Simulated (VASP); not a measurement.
Write the native input for VASP 6.6.1 that does the following.

```
Task                   : single point
Functional             : PBE
Potentials or basis    : VASP PAW PBE potentials, release 64 (Al, O)
Cutoff                 : 520 eV
k mesh                 : 6 × 4 × 8
Occupations            : gaussian, width 0.05 eV
Spin                   : no spin polarisation
Dipole correction      : no
Further INCAR settings : ALGO = Normal; EDIFF = 1e-07; NBANDS = 35
```

The structure of Al2O3 lies in POSCAR:

```
Al2O3
1.0
    4.7121766311      0.0000000000      0.0000000000
    0.0000000000      9.7035371733      0.0000000000
    0.0000000000      0.0000000000      3.0257116887
Al O
4 6
Direct
    0.4273845606      0.3298762562      0.5000000000
    0.5726154394      0.6701237438      0.5000000000
    0.9273845606      0.1701237438      0.0000000000
    0.0726154394      0.8298762562      0.0000000000
    0.7486546382      0.2257903167      0.5000000000
    0.0000000000      0.0000000000      0.0000000000
    0.7513453618      0.7257903167      0.0000000000
    0.2486546382      0.2742096833      0.0000000000
    0.2513453618      0.7742096833      0.5000000000
    0.5000000000      0.5000000000      0.5000000000
```

The input as run:

INCAR

```
SYSTEM = Al2O3
PREC     = Accurate       ! precision mode
ENCUT    = 520            ! plane-wave cutoff, eV
EDIFF    = 1E-7           ! SCF threshold, eV
ISMEAR   = 0              ! smearing method
SIGMA    = 0.05           ! smearing width, eV
LREAL    = .False.        ! projectors in reciprocal space
LASPH    = .True.         ! aspherical terms in the spheres
NELM     = 100            ! most SCF steps
ALGO     = Normal         ! electronic algorithm
ISIF     = 2              ! what is computed and relaxed
LWAVE    = .False.        ! write WAVECAR
LCHARG   = .False.        ! write CHGCAR
GGA      = PE             ! functional
NBANDS   = 35             ! bands
```

KPOINTS

```
regular mesh
0
Gamma
  6 4 8
  0 0 0
```

Potentials or basis: VASP PAW PBE potentials, release 64 (Al, O).

The run is started by

```sh
$ cat potpaw_PBE.64/Al/POTCAR potpaw_PBE.64/O/POTCAR > POTCAR
$ mpirun -np 1 vasp_std > vasp.out
```

Results of the run:

```
Pressure               : -0.3 GPa
Largest force          : 0.020 eV/Å
Band gap on the k mesh : 3.39 eV
```

Run time: 10 min on 1 thread of Intel Xeon 8259CL (shared host), peak memory 0.37 GiB.
